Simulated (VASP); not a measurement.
BN:

```
B N
1.0
     0.00000    1.80500    1.80500
     1.80500    0.00000    1.80500
     1.80500    1.80500    0.00000
B N
1 1
Direct
  0.00000 0.00000 0.00000
  0.25000 0.25000 0.25000
```

```yaml
Program: VASP 6.6.1
Task: relaxation of cell and atoms
Functional: LDA
Potentials_or_basis: VASP PAW LDA potentials, release 64 (B, N)
Cutoff: 600 eV
k_mesh: 10 × 10 × 10
Occupations: gaussian, width 0.1 eV
Spin: no spin polarisation
```

At the start: pressure -8.8 GPa; volume 5.88 Å³/atom.

Task: Where does the relaxation end?

Result: Over 3 steps the energy falls by 3.7 meV/atom and the volume is 5.75 Å³/atom (-2.2 %); space group F-43m (No. 216, to 0.1 Å) before and after.

Step by step:
| step | energy change (eV) | largest force (eV/Å) | pressure (GPa) | volume (Å³) |
| --- | --- | --- | --- | --- |
| 1 | 0.0000 | 0.0000 | -8.80 | 11.76 |
| 2 | 0.0012 | 0.0000 | 10.19 | 11.22 |
| 3 | -0.0074 | 0.0000 | -0.04 | 11.50 |

Final structure:
```xyz
2
Lattice="0.0000 1.7914 1.7914 1.7914 0.0000 1.7914 1.7914 1.7914 0.0000" Properties=species:S:1:pos:R:3 pbc="T T T"
B     0.0000    0.0000    0.0000
N     0.8957    0.8957    0.8957
```
